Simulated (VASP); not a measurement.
# Be2Pd (P4/mmm) in VASP: relaxation of cell and atoms with PBE

Aim: the relaxation of cell and atoms of Be2Pd with PBE.

Everything below comes from runs of VASP 6.6.1. Logs are shortened: lines on timing, memory, paths and dates and some standing lists are left out, and cuts for length are marked.

## 1. The cell of the first run

It takes space group P4/mmm (No. 123, tetragonal). Conventional cell: a = 3.840 Å, b = 3.840 Å, c = 2.651 Å, α = 90.00°, β = 90.00°, γ = 90.00°. Within 3.1 Å of Be (site symmetry mmm) lie 4 Pd at 2.33 Å and 6 Be at 2.65 to 2.72 Å. Within 3.1 Å of Pd (site symmetry 4/mmm) lie 8 Be at 2.33 Å and 2 Pd at 2.65 Å.

## 2. Relaxation of cell and atoms, PBE

The input, INCAR:

```
  PREC = Accurate
  ENCUT = 600
  EDIFF = 1E-7
  ISMEAR = 0
  SIGMA = 0.1
  LREAL = False
  LASPH = True
  NELM = 80
  ALGO = Fast
  ISIF = 3
  LWAVE = False
  LCHARG = False
  GGA = PE
  IBRION = 2
  NSW = 100
  EDIFFG = -0.01
```

The input, KPOINTS:

```
Automatic mesh
0
Gamma
  12 12 18
```

The input, POSCAR:

```
Be2Pd
1.0
    3.8401058713      0.0000000000      0.0000000000
    0.0000000000      3.8401058713      0.0000000000
    0.0000000000      0.0000000000      2.6509846175
Be Pd
2 1
Direct
    0.5000000000      0.0000000000      0.0000000000
    0.0000000000      0.5000000000      0.0000000000
    0.0000000000      0.0000000000      0.5000000000
```

Potentials or basis: VASP PAW PBE potentials, release 64 (Be, Pd).

The run is started by

```sh
$ cat potpaw_PBE.64/Be/POTCAR potpaw_PBE.64/Pd/POTCAR > POTCAR
$ mpirun -np 1 vasp_std > vasp.out
```

OUTCAR:

```text
PREC = Accurate
   ENCUT = 600
   EDIFF = 1E-7
   ISMEAR = 0
   LREAL = False
   LASPH = True
   NELM = 80
   ISIF = 3
   GGA = PE
   IBRION = 2
   NSW = 100
   EDIFFG = -0.01

 ion  position               nearest neighbor table
   1  0.500  0.000  0.000-   3 2.33   3 2.33   3 2.33   3 2.33
   2  0.000  0.500  0.000-   3 2.33   3 2.33   3 2.33   3 2.33
   3  0.000  0.000  0.500-   1 2.33   2 2.33   1 2.33   2 2.33   2 2.33   2 2.33   1 2.33   1 2.33

  LATTYP: Found a simple tetragonal cell.
 ALAT       =     3.8401058713
 C/A-ratio  =     0.6903415443

  Lattice vectors:

 A1 = (   3.8401058713,   0.0000000000,   0.0000000000)
 A2 = (   0.0000000000,   3.8401058713,   0.0000000000)
 A3 = (   0.0000000000,   0.0000000000,   2.6509846175)

Analysis of symmetry for initial positions (statically):
=====================================================================
 Subroutine PRICEL returns:
 Original cell was already a primitive cell.

 Routine SETGRP: Setting up the symmetry group for a
 simple tetragonal supercell.

 Subroutine GETGRP returns: Found 16 space group operations
 (whereof 16 operations were pure point group operations)
 out of a pool of 16 trial point group operations.

The static configuration has the point symmetry D_4h.

Analysis of symmetry for dynamics (positions and initial velocities):
=====================================================================
 Subroutine PRICEL returns:
 Original cell was already a primitive cell.

 Routine SETGRP: Setting up the symmetry group for a
 simple tetragonal supercell.

 Subroutine GETGRP returns: Found 16 space group operations
 (whereof 16 operations were pure point group operations)
 out of a pool of 16 trial point group operations.

The dynamic configuration has the point symmetry D_4h.

 Subroutine INISYM returns: Found 16 space group operations
 (whereof 16 operations are pure point group operations),
 and found     1 'primitive' translations

----------------------------------------------------------------------------------------

                                     Primitive cell

  volume of cell :      39.0925

  direct lattice vectors                    reciprocal lattice vectors
     3.840105871  0.000000000  0.000000000     0.260409487  0.000000000  0.000000000
     0.000000000  3.840105871  0.000000000     0.000000000  0.260409487  0.000000000
     0.000000000  0.000000000  2.650984617     0.000000000  0.000000000  0.377218334

  length of vectors
     3.840105871  3.840105871  2.650984617     0.260409487  0.260409487  0.377218334

  position of ions in fractional coordinates (direct lattice)
     0.500000000  0.000000000  0.000000000
     0.000000000  0.500000000  0.000000000
     0.000000000  0.000000000  0.500000000

  ion indices of the primitive-cell ions
   primitive index   ion index
                 1           1
                 2           2
                 3           3

----------------------------------------------------------------------------------------

 KPOINTS: Automatic mesh

Automatic generation of k-mesh.
 Grid dimensions read from file:
 generate k-points for:   12   12   18

 Generating k-lattice:

  Cartesian coordinates                     Fractional coordinates (reciprocal lattice)
     0.021700791  0.000000000  0.000000000     0.083333333  0.000000000  0.000000000
     0.000000000  0.021700791  0.000000000     0.000000000  0.083333333  0.000000000
     0.000000000  0.000000000  0.020956574     0.000000000  0.000000000  0.055555556

  Length of vectors
     0.021700791  0.021700791  0.020956574

  Shift w.r.t. Gamma in fractional coordinates (k-lattice)
     0.000000000  0.000000000  0.000000000

 Subroutine IBZKPT returns following result:
[... 66 lines left out ...]
   IALGO  =     68    algorithm
   IMIX   =      4    mixing-type and parameters
     AMIX     =   0.40;   BMIX     =  1.00
     AMIX_MAG =   1.60;   BMIX_MAG =  1.00
  volume/ion in A,a.u.               =      13.03        87.94
  Fermi-wavevector in a.u.,A,eV,Ry     =   1.162571  2.196941 18.389258  1.351572
  Thomas-Fermi vector in A             =   2.299131
   LORBIT       =      0    0 simple, 1 ext, 2 COOP (PROOUT), +10 PAW based schemes
   GGA     = PE    functional components
   LHFCALC =     F    Hartree Fock is set to
   AEXX    =    0.0000 exact exchange contribution
   IVDW    =     0    specifies the selected vdW correction
   LEPSILON=     F    determine dielectric tensor
   LRPA    =     F    only Hartree local field effects (RPA)
 conjugate gradient relaxation of ions
 non-spin polarized calculation
 RMM-DIIS sequential band-by-band and
 Gauss-broadening in eV      SIGMA  =   0.10
  energy-cutoff  :      600.00
  volume of cell :       39.09
 maximum number of plane-waves:      1328
 NGX is ok and might be reduce to    32
   NGX = 15   NGY = 15   NGZ = 11

--------------------------------------- Ionic step        1  -------------------------------------------

 number of electron      13.9999999 magnetization

 Free energy of the ion-electron system (eV)
  ---------------------------------------------------
  ext. energy  EPLUGINS =         0.00000000
  ---------------------------------------------------
  free energy    TOTEN  =       -13.03491347 eV

  energy without entropy =      -13.03111226  energy(sigma->0) =      -13.03301286

------------------------ aborting loop because EDIFF is reached ----------------------------------------

  FORCE on cell =-STRESS in cart. coord.  units (eV):
  Direction    XX          YY          ZZ          XY          YZ          ZX
  --------------------------------------------------------------------------------------
  -------------------------------------------------------------------------------------
  Total        0.0237755      0.0237755     -0.0384270      0.0000000     -0.0000000      0.0000000
  in kB        0.9744205      0.9744205     -1.5749034      0.0000000     -0.0000000      0.0000000
  external PRESSURE =       0.1246459 kB  Pullay stress =       0.0000000 kB

 VOLUME and BASIS-vectors are now :
 -----------------------------------------------------------------------------
  energy-cutoff  :      600.00
  volume of cell :       39.09
      direct lattice vectors                 reciprocal lattice vectors
     3.840105871  0.000000000  0.000000000     0.260409487  0.000000000  0.000000000
     0.000000000  3.840105871  0.000000000     0.000000000  0.260409487  0.000000000
     0.000000000  0.000000000  2.650984617     0.000000000  0.000000000  0.377218334

 POSITION                                       TOTAL-FORCE (eV/Angst)
 -----------------------------------------------------------------------------------
      1.92005      0.00000      0.00000         0.000000      0.000000      0.000000
      0.00000      1.92005      0.00000         0.000000      0.000000      0.000000
      0.00000      0.00000      1.32549         0.000000      0.000000      0.000000
 -----------------------------------------------------------------------------------
    total drift:                               -0.000000     -0.000000      0.000000

  FREE ENERGIE OF THE ION-ELECTRON SYSTEM (eV)
  ---------------------------------------------------
  free  energy   TOTEN  =       -13.0349134673 eV

  energy  without entropy=      -13.0311122584  energy(sigma->0) =      -13.03301286

--------------------------------------- Ionic step        2  -------------------------------------------

 number of electron      13.9999999 magnetization

 Free energy of the ion-electron system (eV)
  ---------------------------------------------------
  ext. energy  EPLUGINS =         0.00000000
  ---------------------------------------------------
  free energy    TOTEN  =       -13.03494200 eV

  energy without entropy =      -13.03113524  energy(sigma->0) =      -13.03303862

 E-fermi :   6.1913     XC(G=0): -10.5164

 val. band max:        6.1726299143   @ k =   0.1667   0.0000   0.0556
 cond. band min:       6.1933031983   @ k =   0.4167   0.1667   0.0000
 fundamental gap:      0.0206732839
 Fermi energy:         6.1912883000

 k-point     1 :       0.0000    0.0000    0.0000
  band No.  band energies     occupation
      1      -2.3234      2.00000
      2       0.6179      2.00000
      3       0.8185      2.00000
      4       2.5518      2.00000
      5       3.4800      2.00000
      6       3.4800      2.00000
      7       5.5289      2.00000
      8       5.5289      2.00000
      9      11.7153      0.00000
     10      12.1186      0.00000
     11      13.3039      0.00000
[... 309 lines left out ...]
 k-point    24 :       0.4167    0.3333    0.0000
  band No.  band energies     occupation
      1      -0.7331      2.00000
      2       0.6773      2.00000
      3       1.4698      2.00000
      4       1.9398      2.00000
      5       3.1503      2.00000
      6       3.2484      2.00000
      7       3.2962      2.00000
      8       4.4468      2.00000
      9       7.3832      0.00000
     10      14.8506      0.00000
     11      16.4186      0.00000

 [... further k-points ...]

------------------------ aborting loop because EDIFF is reached ----------------------------------------

  FORCE on cell =-STRESS in cart. coord.  units (eV):
  Direction    XX          YY          ZZ          XY          YZ          ZX
  --------------------------------------------------------------------------------------
  -------------------------------------------------------------------------------------
  Total        0.0126499      0.0126499     -0.0094719      0.0000000     -0.0000000      0.0000000
  in kB        0.5183692      0.5183692     -0.3881400      0.0000000     -0.0000000      0.0000000
  external PRESSURE =       0.2161995 kB  Pullay stress =       0.0000000 kB

 VOLUME and BASIS-vectors are now :
 -----------------------------------------------------------------------------
  energy-cutoff  :      600.00
  volume of cell :       39.10
      direct lattice vectors                 reciprocal lattice vectors
     3.841574062  0.000000000  0.000000000     0.260309962  0.000000000  0.000000000
     0.000000000  3.841574062  0.000000000    -0.000000000  0.260309962  0.000000000
    -0.000000000 -0.000000000  2.649346466    -0.000000000  0.000000000  0.377451576

 POSITION                                       TOTAL-FORCE (eV/Angst)
 -----------------------------------------------------------------------------------
      1.92079      0.00000      0.00000         0.000000      0.000000      0.000000
      0.00000      1.92079      0.00000         0.000000      0.000000      0.000000
     -0.00000     -0.00000      1.32467        -0.000000     -0.000000      0.000000
 -----------------------------------------------------------------------------------
    total drift:                                0.000000     -0.000000      0.000000

  FREE ENERGIE OF THE ION-ELECTRON SYSTEM (eV)
  ---------------------------------------------------
  free  energy   TOTEN  =       -13.0349419980 eV

  energy  without entropy=      -13.0311352413  energy(sigma->0) =      -13.03303862

 reached required accuracy - stopping structural energy minimisation
```

Wall time 88 s (1 thread of Intel Xeon Platinum 8559C (Emerald Rapids), shared host); peak memory 0.3 GiB.

What came out:

```yaml
Free_energy: -13.0349 eV
Relaxed_volume: 13.03 Å³/atom
Relaxed_cell: a = 3.842 Å, b = 3.842 Å, c = 2.649 Å, α = 90.00°, β = 90.00°, γ = 90.00°
Space_group_after_relaxing_to_0.1_Å: P4/mmm (No. 123)
Energy_gained_by_relaxing: 0.0 meV/atom
Ionic_steps: 2
Pressure_after_relaxing: 0.0 GPa
Band_gap_on_the_k_mesh: zero (bands 7 and 8 overlap by 5.54 eV)
```

Final structure:
```
CELL_PARAMETERS angstrom
3.84157 0.00000 0.00000
0.00000 3.84157 0.00000
0.00000 0.00000 2.64935
ATOMIC_POSITIONS crystal
Be 0.50000 0.00000 0.00000
Be 0.00000 0.50000 0.00000
Pd 0.00000 0.00000 0.50000
```

The gap in the log of VASP goes by the Fermi energy; the results here count the filled bands.